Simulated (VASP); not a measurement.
# Sc2GaP3 (P-4m2) in VASP: further runs

The runs below take Sc2GaP3 through single point, relaxation of cell and atoms, with PBE.

Everything below comes from runs of VASP 6.6.1. Logs are shortened: lines on timing, memory, paths and dates and some standing lists are left out, and cuts for length are marked.

### 1 The cell of the first run

It takes space group P-4m2 (No. 115, tetragonal). The conventional cell has a = 3.709 Å, b = 3.709 Å, c = 7.648 Å, α = 90.00°, β = 90.00°, γ = 90.00°. Sc (site symmetry 2mm) has 7 P at 2.63 to 3.04 Å and 2 Ga at 3.04 Å within 3.5 Å. Ga (site symmetry -4m2) has 8 P at 2.62 to 3.16 Å and 4 Sc at 3.04 Å within 3.5 Å. Within 3.5 Å of P (site symmetry 2mm) lie 5 Sc at 2.63 to 2.68 Å and 2 Ga at 3.16 Å and 2 P at 3.16 Å. Within 3.5 Å of P (site symmetry -4m2) lie 4 Ga at 2.62 Å and 4 Sc at 3.04 Å and 4 P at 3.16 Å.

The cell was built from a structure type or drawn by symmetry, and may not be a known phase.

### 2 Single point, PBE

Input file INCAR:

```
SYSTEM = Sc2GaP3
PREC     = Accurate       ! precision mode
ENCUT    = 520            ! plane-wave cutoff, eV
EDIFF    = 1E-6           ! SCF threshold, eV
ISMEAR   = 0              ! smearing method
SIGMA    = 0.1            ! smearing width, eV
LREAL    = .FALSE.        ! projectors in reciprocal space
LASPH    = .TRUE.         ! aspherical terms in the spheres
NELM     = 100            ! most SCF steps
ALGO     = Normal         ! electronic algorithm
ISIF     = 2              ! what is computed and relaxed
LWAVE    = .FALSE.        ! write WAVECAR
LCHARG   = .FALSE.        ! write CHGCAR
GGA      = PE             ! functional
NBANDS   = 34             ! bands
```

Input file KPOINTS:

```
Automatic mesh
0
G
  10 10 6
  0 0 0
```

Input file POSCAR:

```
Sc2GaP3
1.0
    3.7088132737      0.0000000000      0.0000000000
    0.0000000000      3.7088132737      0.0000000000
    0.0000000000      0.0000000000      7.6475336222
Sc Ga P
2 1 3
Direct
    0.5000000000      0.0000000000      0.6843819687
    0.0000000000      0.5000000000      0.3156180313
    0.5000000000      0.5000000000      0.0000000000
    0.5000000000      0.0000000000      0.3343383809
    0.0000000000      0.5000000000      0.6656616191
    0.0000000000      0.0000000000      0.0000000000
```

Potentials or basis: VASP PAW PBE potentials, release 64 (Sc_sv, Ga_d, P).

Command:

```
$ cat potpaw_PBE.64/Sc_sv/POTCAR potpaw_PBE.64/Ga_d/POTCAR potpaw_PBE.64/P/POTCAR > POTCAR
$ mpirun -np 1 vasp_std > vasp.out
```

OUTCAR:

```text
SYSTEM = Sc2GaP3
   PREC = Accurate
   ENCUT = 520
   EDIFF = 1E-6
   ISMEAR = 0
   LREAL = .FALSE.
   LASPH = .TRUE.
   NELM = 100
   ISIF = 2
   GGA = PE

 ion  position               nearest neighbor table
   1  0.500  0.000  0.684-   5 2.63   5 2.63   5 2.63   5 2.63   4 2.68   3 3.04   6 3.04   6 3.04
                             3 3.04
   2  0.000  0.500  0.316-   4 2.63   4 2.63   4 2.63   4 2.63   5 2.68   6 3.04   3 3.04   6 3.04
                             3 3.04
   3  0.500  0.500  0.000-   6 2.62   6 2.62   6 2.62   6 2.62   2 3.04   2 3.04   1 3.04   1 3.04

   4  0.500  0.000  0.334-   2 2.63   2 2.63   2 2.63   2 2.63   1 2.68
   5  0.000  0.500  0.666-   1 2.63   1 2.63   1 2.63   1 2.63   2 2.68
   6  0.000  0.000  0.000-   3 2.62   3 2.62   3 2.62   3 2.62   2 3.04   1 3.04   1 3.04   2 3.04

  LATTYP: Found a simple tetragonal cell.
 ALAT       =     3.7088132737
 C/A-ratio  =     2.0619893906

  Lattice vectors:

 A1 = (   3.7088132737,   0.0000000000,   0.0000000000)
 A2 = (   0.0000000000,   3.7088132737,   0.0000000000)
 A3 = (   0.0000000000,   0.0000000000,   7.6475336222)

Analysis of symmetry for initial positions (statically):
=====================================================================
 Subroutine PRICEL returns:
 Original cell was already a primitive cell.

 Routine SETGRP: Setting up the symmetry group for a
 simple tetragonal supercell.

 Subroutine GETGRP returns: Found  8 space group operations
 (whereof  8 operations were pure point group operations)
 out of a pool of 16 trial point group operations.

The static configuration has the point symmetry D_2d.

Analysis of symmetry for dynamics (positions and initial velocities):
=====================================================================
 Subroutine PRICEL returns:
 Original cell was already a primitive cell.

 Routine SETGRP: Setting up the symmetry group for a
 simple tetragonal supercell.

 Subroutine GETGRP returns: Found  8 space group operations
 (whereof  8 operations were pure point group operations)
 out of a pool of 16 trial point group operations.

The dynamic configuration has the point symmetry D_2d.

 Subroutine INISYM returns: Found  8 space group operations
 (whereof  8 operations are pure point group operations),
 and found     1 'primitive' translations

----------------------------------------------------------------------------------------

                                     Primitive cell

  volume of cell :     105.1941

  direct lattice vectors                    reciprocal lattice vectors
     3.708813274  0.000000000  0.000000000     0.269628026  0.000000000  0.000000000
     0.000000000  3.708813274  0.000000000     0.000000000  0.269628026  0.000000000
     0.000000000  0.000000000  7.647533622     0.000000000  0.000000000  0.130761112

  length of vectors
     3.708813274  3.708813274  7.647533622     0.269628026  0.269628026  0.130761112

  position of ions in fractional coordinates (direct lattice)
     0.500000000  0.000000000  0.684381969
     0.000000000  0.500000000  0.315618031
     0.500000000  0.500000000  0.000000000
     0.500000000  0.000000000  0.334338381
     0.000000000  0.500000000  0.665661619
     0.000000000  0.000000000  0.000000000

  ion indices of the primitive-cell ions
   primitive index   ion index
                 1           1
                 2           2
                 3           3
                 4           4
                 5           5
                 6           6

----------------------------------------------------------------------------------------

 KPOINTS: Automatic mesh

Automatic generation of k-mesh.
 Grid dimensions read from file:
 generate k-points for:   10   10    6

 Generating k-lattice:

  Cartesian coordinates                     Fractional coordinates (reciprocal lattice)
     0.026962803  0.000000000  0.000000000     0.100000000  0.000000000  0.000000000
     0.000000000  0.026962803  0.000000000     0.000000000  0.100000000  0.000000000
[... 58 lines left out ...]
  band No.  band energies     occupation
      1     -42.8064      2.00000
      2     -42.8014      2.00000
      3     -21.5361      2.00000
      4     -21.4886      2.00000
      5     -21.4421      2.00000
      6     -21.4341      2.00000
[... 26 lines left out ...]
     33       9.1704      0.00000
     34       9.5907      0.00000

 k-point     3 :       0.2000    0.0000    0.0000
  band No.  band energies     occupation
      1     -42.8049      2.00000
      2     -42.8006      2.00000
      3     -21.5320      2.00000
      4     -21.4939      2.00000
      5     -21.4590      2.00000
      6     -21.4313      2.00000
[... 26 lines left out ...]
     33       9.9178      0.00000
     34       9.9981      0.00000

 k-point     4 :       0.3000    0.0000    0.0000
  band No.  band energies     occupation
      1     -42.8029      2.00000
      2     -42.7997      2.00000
      3     -21.5277      2.00000
      4     -21.5053      2.00000
      5     -21.4756      2.00000
      6     -21.4482      2.00000
[... 26 lines left out ...]
     33       9.9389      0.00000
     34      10.5493      0.00000

 k-point     5 :       0.4000    0.0000    0.0000
  band No.  band energies     occupation
      1     -42.8010      2.00000
      2     -42.7993      2.00000
      3     -21.5290      2.00000
      4     -21.5158      2.00000
      5     -21.4854      2.00000
      6     -21.4640      2.00000
[... 621 lines left out ...]
 k-point    22 :       0.0000    0.0000    0.1667
  band No.  band energies     occupation
      1     -42.8070      2.00000
      2     -42.8017      2.00000
      3     -21.5371      2.00000
      4     -21.4877      2.00000
      5     -21.4351      2.00000
      6     -21.4351      2.00000
[... 26 lines left out ...]
     33       9.4480      0.00000
     34       9.4571      0.00000

 k-point    23 :       0.1000    0.0000    0.1667
  band No.  band energies     occupation
      1     -42.8064      2.00000
      2     -42.8014      2.00000
      3     -21.5356      2.00000
      4     -21.4891      2.00000
      5     -21.4421      2.00000
      6     -21.4341      2.00000
[... 26 lines left out ...]
     33       9.2945      0.00000
     34       9.6920      0.00000

 k-point    24 :       0.2000    0.0000    0.1667
  band No.  band energies     occupation
      1     -42.8049      2.00000
      2     -42.8006      2.00000
      3     -21.5316      2.00000
      4     -21.4944      2.00000
      5     -21.4590      2.00000
      6     -21.4313      2.00000
[... 26 lines left out ...]
     33       9.8961      0.00000
     34      10.1114      0.00000

 [... further k-points ...]

------------------------ aborting loop because EDIFF is reached ----------------------------------------

  FORCE on cell =-STRESS in cart. coord.  units (eV):
  Direction    XX          YY          ZZ          XY          YZ          ZX
  --------------------------------------------------------------------------------------
  -------------------------------------------------------------------------------------
  Total        0.1261708      0.1261708      0.0607813      0.0000000      0.0000000     -0.0000000
  in kB        1.9216673      1.9216673      0.9257410      0.0000000      0.0000000     -0.0000000
  external PRESSURE =       1.5896919 kB  Pullay stress =       0.0000000 kB

 VOLUME and BASIS-vectors are now :
 -----------------------------------------------------------------------------
  energy-cutoff  :      520.00
  volume of cell :      105.19
      direct lattice vectors                 reciprocal lattice vectors
     3.708813274  0.000000000  0.000000000     0.269628026  0.000000000  0.000000000
     0.000000000  3.708813274  0.000000000     0.000000000  0.269628026  0.000000000
     0.000000000  0.000000000  7.647533622     0.000000000  0.000000000  0.130761112

 POSITION                                       TOTAL-FORCE (eV/Angst)
 -----------------------------------------------------------------------------------
      1.85441      0.00000      5.23383        -0.000000      0.000000      0.003366
      0.00000      1.85441      2.41370         0.000000      0.000000     -0.003366
      1.85441      1.85441      0.00000         0.000000     -0.000000      0.000000
      1.85441      0.00000      2.55686         0.000000      0.000000     -0.001339
      0.00000      1.85441      5.09067         0.000000      0.000000      0.001339
      0.00000      0.00000      0.00000         0.000000      0.000000      0.000000
 -----------------------------------------------------------------------------------
    total drift:                                0.000000      0.000000      0.000000

  FREE ENERGIE OF THE ION-ELECTRON SYSTEM (eV)
  ---------------------------------------------------
  free  energy   TOTEN  =       -36.2399729512 eV

  energy  without entropy=      -36.2242619446  energy(sigma->0) =      -36.23211745
```

Wall time 1.8 min (1 thread of Intel Xeon 6975P-C (Granite Rapids), shared host); peak memory 0.39 GiB.

What came out:

```yaml
Free_energy: -36.2400 eV
Pressure: 0.2 GPa
Largest_force: 0.003 eV/Å
Band_gap_on_the_k_mesh: zero (bands 25 and 26 overlap by 2.07 eV)
```

Forces on the atoms (eV/Å):
```
Sc   0.000  0.000  0.003
Sc   0.000  0.000 -0.003
Ga   0.000  0.000  0.000
P    0.000  0.000 -0.001
P    0.000  0.000  0.001
P    0.000  0.000  0.000
```

Stress tensor (GPa, compression positive):
```
0.19 0.00 0.00
0.00 0.19 0.00
0.00 0.00 0.09
```

Levels at points of the mesh, in eV from the Fermi level:
| k point | band 21 | band 22 | band 23 | band 24 | band 25 | band 26 | band 27 | band 28 | band 29 | band 30 |
| --- | --- | --- | --- | --- | --- | --- | --- | --- | --- | --- |
| (0.00, 0.00, 0.00) | -2.31 | -0.80 | -0.80 | -0.43 | 0.01 | 0.01 | 0.31 | 1.59 | 1.63 | 1.91 |
| (0.50, 0.00, 0.00) | -2.21 | -2.15 | -1.96 | -0.55 | -0.21 | 1.44 | 1.77 | 2.06 | 2.15 | 2.74 |
| (0.50, 0.50, 0.00) | -3.38 | -3.19 | -2.82 | -1.60 | -1.60 | 0.27 | 1.26 | 1.28 | 2.02 | 2.86 |
| (0.00, 0.00, 0.50) | -1.37 | -0.98 | -0.98 | -0.66 | -0.12 | 0.69 | 0.69 | 1.16 | 1.60 | 1.61 |
| (0.50, 0.00, 0.50) | -2.67 | -2.29 | -2.18 | -0.38 | -0.22 | 1.09 | 1.74 | 2.45 | 2.52 | 2.68 |
| (0.50, 0.50, 0.50) | -3.77 | -2.09 | -1.55 | -1.05 | -0.96 | -0.87 | -0.87 | 2.50 | 2.50 | 2.63 |

### 3 Relaxation of cell and atoms, PBE

This run uses another cell than the first one, of 19.01 Å³/atom.

Input file INCAR:

```
  PREC = Accurate
  ENCUT = 600
  EDIFF = 1E-6
  ISMEAR = 0
  SIGMA = 0.1
  LREAL = False
  LASPH = True
  NELM = 80
  ALGO = Normal
  ISIF = 3
  LWAVE = False
  LCHARG = False
  GGA = PE
  IBRION = 2
  NSW = 90
  EDIFFG = -0.04
```

Input file KPOINTS:

```
regular mesh
0
Gamma
  6 6 2
```

Input file POSCAR:

```
Sc2GaP3
1.0
    3.7250814900      0.0000000000      0.0000000000
    0.0000000000      3.7250814900      0.0000000000
    0.0000000000      0.0000000000      8.2178848700
Sc Ga P
2 1 3
Direct
    0.5000000000      0.0000000000      0.7391930200
    0.0000000000      0.5000000000      0.2608069800
    0.5000000000      0.5000000000      0.0000000000
    0.5000000000      0.0000000000      0.3837740100
    0.0000000000      0.5000000000      0.6162259900
    0.0000000000      0.0000000000      0.0000000000
```

Potentials or basis: VASP PAW PBE potentials, release 64 (Sc_sv, Ga_d, P).

Command:

```
$ cat potpaw_PBE.64/Sc_sv/POTCAR potpaw_PBE.64/Ga_d/POTCAR potpaw_PBE.64/P/POTCAR > POTCAR
$ mpirun -np 1 vasp_std > vasp.out
```

Run time: 6.8 min. Hardware: 1 thread of Intel Xeon 6975P-C (Granite Rapids), shared host; peak memory 0.3 GiB.

The run converged. Its results:

```
Free energy                           : -36.2752 eV
Relaxed volume                        : 17.59 Å³/atom
Relaxed cell                          : a = 3.709 Å, b = 3.709 Å, c = 7.672 Å, α = 90.00°, β = 90.00°, γ = 90.00°
Space group after relaxing (to 0.1 Å) : P-4m2 (No. 115)
Energy gained by relaxing             : 183.9 meV/atom
Ionic steps                           : 15
Pressure after relaxing               : 0.0 GPa
Largest force after relaxing          : 0.020 eV/Å
Band gap on the k mesh                : zero (bands 25 and 26 overlap by 1.59 eV)
```

Forces in eV/Å, atoms in the order of the input:
```
Sc   0.000  0.000  0.004
Sc   0.000  0.000 -0.004
Ga   0.000  0.000  0.000
P    0.000  0.000 -0.020
P    0.000  0.000  0.020
P    0.000  0.000  0.000
```

Stress tensor (GPa, compression positive):
```
 0.21  0.00  0.00
 0.00  0.21  0.00
 0.00  0.00 -0.33
```

The path:
```tsv
step	energy change (eV)	largest force (eV/Å)	pressure (GPa)	volume (Å³)
1	0.0000	1.7154	-6.11	114.03
2	-0.4583	1.3506	2.56	102.48
3	-0.4610	1.2867	3.65	101.46
4	-0.6966	0.5095	2.83	102.83
5	-0.7885	0.4415	2.50	104.25
6	-0.7972	0.4845	2.49	104.68
7	-0.8510	0.5640	-2.46	110.18
8	-0.8563	0.5497	-1.35	108.86
9	-0.9194	0.5517	-1.36	108.29
10	-1.0287	0.4553	-1.34	106.46
11	-1.0467	0.3156	2.69	102.23
12	-1.0587	0.3671	1.05	103.84
13	-1.0854	0.2333	0.23	105.08
14	-1.0927	0.1425	-0.44	106.20
15	-1.1035	0.0196	0.03	105.51
```

Final structure:
```
CELL_PARAMETERS angstrom
3.70855 0.00000 0.00000
0.00000 3.70855 0.00000
0.00000 0.00000 7.67165
ATOMIC_POSITIONS crystal
Sc 0.50000 0.00000 0.68229
Sc 0.00000 0.50000 0.31771
Ga 0.50000 0.50000 0.00000
P 0.50000 0.00000 0.33448
P 0.00000 0.50000 0.66552
P 0.00000 0.00000 0.00000
```

Levels at points of the mesh, in eV from the Fermi level:
```
           k point  band 23  band 24  band 25  band 26  band 27  band 28
(0.00, 0.00, 0.00)    -0.84    -0.45    -0.05    -0.05     0.22     1.54
(0.50, 0.00, 0.00)    -2.02    -0.58    -0.28     1.43     1.71     2.04
(0.50, 0.50, 0.00)    -2.85    -1.64    -1.64     0.24     1.16     1.28
(0.00, 0.00, 0.50)    -1.01    -0.71    -0.20     0.63     0.63     1.08
(0.50, 0.00, 0.50)    -2.21    -0.42    -0.28     1.05     1.73     2.41
(0.50, 0.50, 0.50)    -1.62    -1.10    -0.99    -0.91    -0.91     2.44
```

Caveat: the k points lie up to 0.41 Å⁻¹ apart in the final cell, too coarse for converged energies and pressures of a metal.

### 4 Single point, PBE, collinear spin

This run uses another cell than the first one, of 17.50 Å³/atom.

Input file INCAR:

```
ALGO = Normal
EDIFF = 1E-7
ENCUT = 520
GGA = PE
ISIF = 2
ISMEAR = 0
ISPIN = 2
LASPH = True
LCHARG = False
LMAXMIX = 4
LORBIT = 11
LREAL = False
LWAVE = False
MAGMOM = 1 1 0 0 0 0
NBANDS = 38
NELM = 150
PREC = Accurate
SIGMA = 0.1
```

Input file KPOINTS:

```
k-points
0
Gamma
  6 6 2
```

Input file POSCAR:

```
Sc2GaP3
1.0
    3.7109017935      0.0000000000      0.0000000000
    0.0000000000      3.7109017935      0.0000000000
    0.0000000000      0.0000000000      7.6232329658
Sc Ga P
2 1 3
Direct
    0.5000000000      0.0000000000      0.6811994516
    0.0000000000      0.5000000000      0.3188005484
    0.5000000000      0.5000000000      0.0000000000
    0.5000000000      0.0000000000      0.3330755970
    0.0000000000      0.5000000000      0.6669244030
    0.0000000000      0.0000000000      0.0000000000
```

Command:

```
$ cat potpaw_PBE.64/Sc_sv/POTCAR potpaw_PBE.64/Ga_d/POTCAR potpaw_PBE.64/P/POTCAR > POTCAR
$ mpirun -np 1 vasp_std > vasp.out
```

Run time: 72 s. Hardware: 1 thread of Intel Xeon 6975P-C (Granite Rapids), shared host; peak memory 0.31 GiB.

The run converged. Its results:

```
Free energy                                           : -36.2736 eV
Pressure                                              : 0.3 GPa
Largest force                                         : 0.039 eV/Å
Band gap on the k mesh                                : zero (filled and empty bands overlap)
Net moment                                            : 0.00 μB per cell
Valence electrons inside the program's atomic spheres : Sc 9.47; Ga 11.55; P 2.55, 2.41 (each value once)
```

Forces in eV/Å, atoms in the order of the input:
```
Sc   0.000  0.000  0.039
Sc   0.000  0.000 -0.039
Ga   0.000  0.000  0.000
P    0.000  0.000 -0.011
P    0.000  0.000  0.011
P    0.000  0.000  0.000
```

Levels at points of the mesh, in eV from the Fermi level:
Spin up:
```
           k point  band 22  band 23  band 24  band 25  band 26  band 27  band 28  band 29
(0.00, 0.00, 0.00)    -0.84    -0.84    -0.47    -0.11    -0.11     0.21     1.51     1.59
(0.50, 0.00, 0.00)    -2.22    -2.02    -0.62    -0.27     1.40     1.76     2.01     2.07
(0.50, 0.50, 0.00)    -3.20    -2.91    -1.65    -1.65     0.30     1.13     1.36     1.88
(0.00, 0.00, 0.50)    -1.04    -1.04    -0.71    -0.20     0.63     0.63     1.10     1.51
(0.50, 0.00, 0.50)    -2.37    -2.25    -0.44    -0.29     1.07     1.71     2.38     2.45
(0.50, 0.50, 0.50)    -2.14    -1.63    -1.07    -1.02    -0.90    -0.90     2.43     2.43
```
Spin down:
| k point | band 21 | band 22 | band 23 | band 24 | band 25 | band 26 | band 27 | band 28 | band 29 | band 30 |
| --- | --- | --- | --- | --- | --- | --- | --- | --- | --- | --- |
| (0.00, 0.00, 0.00) | -2.34 | -0.84 | -0.84 | -0.47 | -0.11 | -0.11 | 0.21 | 1.51 | 1.59 | 1.86 |
| (0.50, 0.00, 0.00) | -2.28 | -2.22 | -2.02 | -0.62 | -0.27 | 1.40 | 1.76 | 2.01 | 2.07 | 2.70 |
| (0.50, 0.50, 0.00) | -3.44 | -3.20 | -2.91 | -1.65 | -1.65 | 0.30 | 1.13 | 1.36 | 1.88 | 2.78 |
| (0.00, 0.00, 0.50) | -1.40 | -1.04 | -1.04 | -0.71 | -0.20 | 0.63 | 0.63 | 1.10 | 1.51 | 1.51 |
| (0.50, 0.00, 0.50) | -2.72 | -2.37 | -2.25 | -0.44 | -0.29 | 1.07 | 1.71 | 2.38 | 2.45 | 2.62 |
| (0.50, 0.50, 0.50) | -3.82 | -2.14 | -1.63 | -1.07 | -1.02 | -0.90 | -0.90 | 2.43 | 2.43 | 2.62 |

Caveat: the k points lie up to 0.41 Å⁻¹ apart, too coarse for converged energies and pressures of a metal.

### 5 Summary

| task | spin | cell | k mesh | cutoff (eV) | gap on the mesh (eV) | pressure (GPa) | largest force (eV/Å) |
| --- | --- | --- | --- | --- | --- | --- | --- |
| single point | off | a = 3.709, b = 3.709, c = 7.648 Å, 6 atoms, atomic positions A | 10 × 10 × 6 | 520 | none | 0.2 | - |
| relaxation of cell and atoms | off | relaxed from a = 3.725, b = 3.725, c = 8.218 Å, 6 atoms, atomic positions B | 6 × 6 × 2 | 600 | none | 0.0 | 0.02 |
| single point | collinear | a = 3.711, b = 3.711, c = 7.623 Å, 6 atoms, atomic positions C | 6 × 6 × 2 | 520 | none | 0.3 | 0.04 |

Alike in all rows: level PBE; potentials or basis VASP PAW PBE potentials, release 64 (Sc_sv, Ga_d, P); smearing gaussian 0.1 eV.

Caveats: some runs use coarse meshes.

Absolute energies hang on the potentials; compare differences alone.
